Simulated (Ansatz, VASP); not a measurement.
# Ca: VASP beside Ansatz

```
Ca
1.0
     0.00000    2.77545    2.77545
     2.77545    0.00000    2.77545
     2.77545    2.77545    0.00000
Ca
1
Direct
  0.00000 0.00000 0.00000
```

Change from the starting cell: volume scaled by 0.98.

Alike in both runs: task single point; functional PBE; k mesh 8 × 8 × 8; occupations fermi-dirac, width 0.05 eV; no spin polarisation.

|  | VASP | Ansatz |
| --- | --- | --- |
| version | VASP 6.6.1 | Ansatz 0.2.0 |
| potentials or method | VASP PAW PBE potentials, release 64 (Ca_sv), cutoff 520 eV | all-electron LAPW, scalar-relativistic |

|  | VASP | Ansatz | Ansatz less VASP |
| --- | --- | --- | --- |
| gap on the k mesh at the Fermi level (eV) | none | none | - |
| pressure (GPa) | -0.2 | -0.2 | -0.01 |

A gap of «none» marks a metal or a gap that the smearing closes. Ansatz ran all-electron here, and VASP with PAW potentials.
